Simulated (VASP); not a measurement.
# AlH2 (P6/mmm) in VASP: further runs

Runs on AlH2. Level: PBE. Tasks: single point, relaxation of cell and atoms.

Program: VASP 6.6.1. These are calculated values, not measurements. Logs are shortened: lines on timing, memory, paths and dates and some standing lists are left out, and cuts for length are marked.

## (1) The cell of the first run

Symmetry: P6/mmm, No. 191, hexagonal system. Conventional cell: a = 5.933 Å, b = 5.933 Å, c = 2.642 Å, α = 90.00°, β = 90.00°, γ = 120.00°. Al (site symmetry -6m2) has 3 H at 1.71 Å within 2.3 Å. H (site symmetry mmm) has 2 Al at 1.71 Å within 2.3 Å. Within 3.5 Å of H (site symmetry 6/mmm) lie 14 H at 2.64 to 3.25 Å.

## (2) Single point, PBE

Input file INCAR:

```
PREC = Accurate ; ENCUT = 520
EDIFF = 1E-6 ; ISMEAR = 0
SIGMA = 0.1 ; LREAL = F
LASPH = T ; NELM = 100
ALGO = Normal ; ISIF = 2
LWAVE = F ; LCHARG = F
GGA = PE ; NBANDS = 14
```

Input file KPOINTS:

```
Automatic mesh
0
Gamma
  6 6 4
```

Input file POSCAR:

```
AlH2
1.0
    5.9333004642      0.0000000038      0.0000000000
   -2.9666502354      5.1383889283      0.0000000000
    0.0000000000      0.0000000000      2.6419117957
Al H
2 4
Direct
    0.3333333333      0.6666666667      0.0000000000
    0.6666666667      0.3333333333      0.0000000000
    0.5000000000      0.0000000000      0.0000000000
    0.0000000000      0.5000000000      0.0000000000
    0.5000000000      0.5000000000      0.0000000000
    0.0000000000      0.0000000000      0.5000000000
```

Potentials or basis: VASP PAW PBE potentials, release 64 (Al, H).

On the command line:

```
$ cat potpaw_PBE.64/Al/POTCAR potpaw_PBE.64/H/POTCAR > POTCAR
$ mpirun -np 1 vasp_std > vasp.out
```

OUTCAR:

```text
PREC = Accurate
   ENCUT = 520
   EDIFF = 1E-6
   ISMEAR = 0
   LREAL = F
   LASPH = T
   NELM = 100
   ISIF = 2
   GGA = PE

 ion  position               nearest neighbor table
   1  0.333  0.667  0.000-   3 1.71   4 1.71   5 1.71
   2  0.667  0.333  0.000-   3 1.71   4 1.71   5 1.71
   3  0.500  0.000  0.000-   1 1.71   2 1.71
   4  0.000  0.500  0.000-   1 1.71   2 1.71
   5  0.500  0.500  0.000-   1 1.71   2 1.71
   6  0.000  0.000  0.500-

  LATTYP: Found a hexagonal cell.
 ALAT       =     5.9333004642
 C/A-ratio  =     0.4452684997

  Lattice vectors:

 A1 = (   5.9333004642,   0.0000000038,   0.0000000000)
 A2 = (  -2.9666502354,   5.1383889283,   0.0000000000)
 A3 = (   0.0000000000,   0.0000000000,   2.6419117957)

Analysis of symmetry for initial positions (statically):
=====================================================================
 Subroutine PRICEL returns:
 Original cell was already a primitive cell.

 Routine SETGRP: Setting up the symmetry group for a
 hexagonal supercell.

 Subroutine GETGRP returns: Found 24 space group operations
 (whereof 24 operations were pure point group operations)
 out of a pool of 24 trial point group operations.

The static configuration has the point symmetry D_6h.

Analysis of symmetry for dynamics (positions and initial velocities):
=====================================================================
 Subroutine PRICEL returns:
 Original cell was already a primitive cell.

 Routine SETGRP: Setting up the symmetry group for a
 hexagonal supercell.

 Subroutine GETGRP returns: Found 24 space group operations
 (whereof 24 operations were pure point group operations)
 out of a pool of 24 trial point group operations.

The dynamic configuration has the point symmetry D_6h.

 Subroutine INISYM returns: Found 24 space group operations
 (whereof 24 operations are pure point group operations),
 and found     1 'primitive' translations

----------------------------------------------------------------------------------------

                                     Primitive cell

  volume of cell :      80.5456

  direct lattice vectors                    reciprocal lattice vectors
     5.933300464  0.000000004  0.000000000     0.168540259  0.097306764  0.000000000
    -2.966650235  5.138388928  0.000000000    -0.000000000  0.194613528  0.000000000
[... 105 lines left out ...]
   EFERMI_NEDOS =   21; number of points for ismear=-14 and -15
   IALGO  =     38    algorithm
   IMIX   =      4    mixing-type and parameters
     AMIX     =   0.40;   BMIX     =  1.00
     AMIX_MAG =   1.60;   BMIX_MAG =  1.00
  volume/ion in A,a.u.               =      13.42        90.59
  Fermi-wavevector in a.u.,A,eV,Ry     =   0.816697  1.543334  9.075004  0.666994
  Thomas-Fermi vector in A             =   1.927012
   LORBIT       =      0    0 simple, 1 ext, 2 COOP (PROOUT), +10 PAW based schemes
   GGA     = PE    functional components
   LHFCALC =     F    Hartree Fock is set to
   AEXX    =    0.0000 exact exchange contribution
   IVDW    =     0    specifies the selected vdW correction
   LEPSILON=     F    determine dielectric tensor
   LRPA    =     F    only Hartree local field effects (RPA)
 non-spin polarized calculation
 Gauss-broadening in eV      SIGMA  =   0.10
  energy-cutoff  :      520.00
  volume of cell :       80.55
 maximum number of plane-waves:      2202
 NGX is ok and might be reduce to    48
   NGX = 23   NGY = 23   NGZ =  9

 number of electron      10.0000000 magnetization

 number of electron       9.9999996 magnetization

 Free energy of the ion-electron system (eV)
  ---------------------------------------------------
  ext. energy  EPLUGINS =         0.00000000
  ---------------------------------------------------
  free energy    TOTEN  =       -17.43710687 eV

  energy without entropy =      -17.43222917  energy(sigma->0) =      -17.43466802

 E-fermi :   1.1462     XC(G=0):  -7.7943

 val. band max:        1.1403917175   @ k =   0.3333   0.3333   0.2500
 cond. band min:       1.3053138454   @ k =   0.0000   0.0000   0.5000
 fundamental gap:      0.1649221280
 Fermi energy:         1.1462317503

 k-point     1 :       0.0000    0.0000    0.0000
  band No.  band energies     occupation
      1      -8.1800      2.00000
      2      -4.6323      2.00000
      3      -4.6323      2.00000
      4      -3.1762      2.00000
      5       0.0123      2.00000
      6       2.2500      0.00000
      7       2.2500      0.00000
      8       5.4104      0.00000
      9       9.2542      0.00000
     10       9.2542      0.00000
     11       9.4642      0.00000
     12       9.4642      0.00000
     13      12.4020      0.00000
     14      13.1407      0.00000
[... 326 lines left out ...]
      1      -4.0061      2.00000
      2      -4.0061      2.00000
      3      -2.6004      2.00000
      4      -0.0488      2.00000
      5      -0.0488      2.00000
      6       1.9287      0.00000
      7       5.3269      0.00000
      8       5.3269      0.00000
      9       5.7452      0.00000
     10       6.7257      0.00000
     11       7.5150      0.00000
     12       7.5150      0.00000
     13       8.8009      0.00000
     14      10.0618      0.00000

------------------------ aborting loop because EDIFF is reached ----------------------------------------

  FORCE on cell =-STRESS in cart. coord.  units (eV):
  Direction    XX          YY          ZZ          XY          YZ          ZX
  --------------------------------------------------------------------------------------
  -------------------------------------------------------------------------------------
  Total       -0.0635145     -0.0635145     -0.0361587      0.0000000      0.0000000      0.0000000
  in kB       -1.2634024     -1.2634024     -0.7192537      0.0000000      0.0000000      0.0000000
  external PRESSURE =      -1.0820195 kB  Pullay stress =       0.0000000 kB

 VOLUME and BASIS-vectors are now :
 -----------------------------------------------------------------------------
  energy-cutoff  :      520.00
  volume of cell :       80.55
      direct lattice vectors                 reciprocal lattice vectors
     5.933300464  0.000000004  0.000000000     0.168540259  0.097306764  0.000000000
    -2.966650235  5.138388928  0.000000000    -0.000000000  0.194613528  0.000000000
     0.000000000  0.000000000  2.641911796     0.000000000  0.000000000  0.378513772

 POSITION                                       TOTAL-FORCE (eV/Angst)
 -----------------------------------------------------------------------------------
     -0.00000      3.42559      0.00000        -0.000000      0.000000      0.000000
      2.96665      1.71280      0.00000         0.000000     -0.000000      0.000000
      2.96665      0.00000      0.00000         0.000000      0.000000      0.000000
     -1.48333      2.56919      0.00000         0.000000      0.000000      0.000000
      1.48333      2.56919      0.00000         0.000000      0.000000      0.000000
      0.00000      0.00000      1.32096         0.000000      0.000000      0.000000
 -----------------------------------------------------------------------------------
    total drift:                               -0.000000      0.000000      0.000000

  FREE ENERGIE OF THE ION-ELECTRON SYSTEM (eV)
  ---------------------------------------------------
  free  energy   TOTEN  =       -17.4371068659 eV

  energy  without entropy=      -17.4322291650  energy(sigma->0) =      -17.43466802
```

OSZICAR:

```text
N       E                     dE             d eps       ncg     rms          rms(c)
DAV:   1     0.242047314624E+01    0.24205E+01   -0.35922E+03   588   0.544E+02
DAV:   2    -0.171353404476E+02   -0.19556E+02   -0.18675E+02   784   0.775E+01
DAV:   3    -0.181263768996E+02   -0.99104E+00   -0.98922E+00   744   0.169E+01
DAV:   4    -0.181396705665E+02   -0.13294E-01   -0.13293E-01   778   0.215E+00
DAV:   5    -0.181400180532E+02   -0.34749E-03   -0.34746E-03   758   0.334E-01    0.540E+00
DAV:   6    -0.175757762110E+02    0.56424E+00   -0.46882E-01   678   0.281E+00    0.276E+00
DAV:   7    -0.174317792328E+02    0.14400E+00   -0.56020E-01   684   0.341E+00    0.565E-01
DAV:   8    -0.174371206420E+02   -0.53414E-02   -0.48554E-02   648   0.102E+00    0.290E-01
DAV:   9    -0.174368478615E+02    0.27278E-03   -0.42719E-03   756   0.286E-01    0.121E-01
DAV:  10    -0.174371072913E+02   -0.25943E-03   -0.91155E-04   666   0.160E-01    0.172E-02
DAV:  11    -0.174371180483E+02   -0.10757E-04   -0.12384E-04   756   0.459E-02    0.276E-02
DAV:  12    -0.174371074950E+02    0.10553E-04   -0.21915E-05   708   0.206E-02    0.740E-03
DAV:  13    -0.174371068659E+02    0.62909E-06   -0.69859E-06   702   0.109E-02
   1 F= -.17437107E+02 E0= -.17434668E+02  d E =-.487770E-02
```

stdout:

```text
POSCAR found type information on POSCAR AlH
 POSCAR found :  2 types and       6 ions
 scaLAPACK will be used
 LDA part: xc-table for (Slater+PW92), standard interpolation
 POSCAR, INCAR and KPOINTS ok, starting setup
 FFT: planning ... GRIDC
 FFT: planning ... GRID_SOFT
 FFT: planning ... GRID
 WAVECAR not read
 entering main loop
```

It took 11 s on 1 thread of Intel Xeon Platinum 8488C (Sapphire Rapids), shared host; peak memory 0.2 GiB.

Results:

```yaml
Free_energy: -17.4371 eV
Pressure: -0.1 GPa
Band_gap_on_the_k_mesh: zero (band 5 reaches 1.31 eV, above the bottom of band 6 at 0.46 eV)
```

Caveat: the k points lie up to 0.59 Å⁻¹ apart.

## (3) Relaxation of cell and atoms, PBE

This run uses another cell than the first one, of 10.88 Å³/atom, 0.810 times its volume.

Input file INCAR:

```
SYSTEM = AlH2
  PREC = Accurate
  ENCUT = 600
  EDIFF = 1E-7
  ISMEAR = 0
  SIGMA = 0.1
  LREAL = .False.
  LASPH = .True.
  NELM = 100
  ALGO = Normal
  ISIF = 3
  LWAVE = .False.
  LCHARG = .False.
  GGA = PE
  IBRION = 2
  NSW = 90
  EDIFFG = -0.04
```

Input file KPOINTS:

```
regular mesh
0
Gamma
  6 6 4
  0 0 0
```

Input file POSCAR:

```
AlH2
1.0
    4.4852903500      0.0000000000      0.0000000000
   -2.2426451800      3.8843753900      0.0000000000
    0.0000000000      0.0000000000      3.7465540800
Al H
2 4
Direct
    0.3333333300      0.6666666700      0.0000000000
    0.6666666700      0.3333333300      0.0000000000
    0.5000000000      0.0000000000      0.0000000000
    0.0000000000      0.5000000000      0.0000000000
    0.5000000000      0.5000000000      0.0000000000
    0.0000000000      0.0000000000      0.5000000000
```

Potentials or basis: VASP PAW PBE potentials, release 64 (Al, H).

On the command line:

```
$ cat potpaw_PBE.64/Al/POTCAR potpaw_PBE.64/H/POTCAR > POTCAR
$ mpirun -np 1 vasp_std > vasp.out
```

Run time: 61 s. Hardware: 1 thread of Intel Xeon Platinum 8488C (Sapphire Rapids), shared host; peak memory 0.19 GiB.

The run converged. Its results:

| Item | Value |
| --- | --- |
| Free energy | -17.3892 eV |
| Relaxed volume | 13.31 Å³/atom |
| Relaxed cell | a = 5.911 Å, b = 5.911 Å, c = 2.640 Å, α = 90.00°, β = 90.00°, γ = 120.00° |
| Space group after relaxing (to 0.05 Å) | P6/mmm (No. 191) |
| Energy gained by relaxing | 1234.2 meV/atom |
| Ionic steps | 11 |
| Pressure after relaxing | 0.0 GPa |
| Band gap on the k mesh | zero (band 5 reaches 1.38 eV, above the bottom of band 6 at 0.54 eV) |

The path:
```tsv
step	energy change (eV)	largest force (eV/Å)	pressure (GPa)	volume (Å³)
1	0.0000	0.0000	35.81	65.27
2	-5.5805	0.0000	5.14	89.34
3	-6.2250	0.0000	-0.69	99.00
4	-6.3224	0.0000	-2.52	103.74
5	-6.3318	0.0000	-3.04	105.20
6	-6.5562	0.0000	-3.27	100.26
7	-6.9781	0.0000	-3.33	91.92
8	-7.2935	0.0000	3.10	75.54
9	-7.3631	0.0000	-1.42	83.06
10	-7.4034	0.0000	-0.32	80.56
11	-7.4055	0.0000	0.04	79.88
```

Final structure:
```xyz
6
Lattice="5.9112 0.0000 0.0000 -2.9556 5.1192 0.0000 0.0000 0.0000 2.6396" Properties=species:S:1:pos:R:3 pbc="T T T"
Al    0.0000    3.4128    0.0000
Al    2.9556    1.7064    0.0000
H     2.9556    0.0000    0.0000
H    -1.4778    2.5596    0.0000
H     1.4778    2.5596    0.0000
H     0.0000    0.0000    1.3198
```

Levels at points of the mesh, in eV from the Fermi level:
```
           k point  band 1  band 2  band 3  band 4  band 5  band 6  band 7  band 8  band 9
(0.00, 0.00, 0.00)   -9.39   -5.83   -5.83   -4.32   -1.17    1.08    1.08    4.29   11.98
(0.50, 0.00, 0.00)   -8.68   -7.81   -5.91   -2.34   -0.93    0.53    3.06    3.60    4.56
(0.00, 0.00, 0.50)   -6.15   -3.73   -3.73   -2.23    0.16    1.37    1.43    5.22    5.22
(0.50, 0.00, 0.50)   -5.55   -4.83   -3.76   -1.54   -0.93    0.98    3.14    4.04    5.39
```

Caveat: the k points lie up to 0.60 Å⁻¹ apart in the final cell; the volume moved by over 15 % at a fixed basis, so the end points are rough.
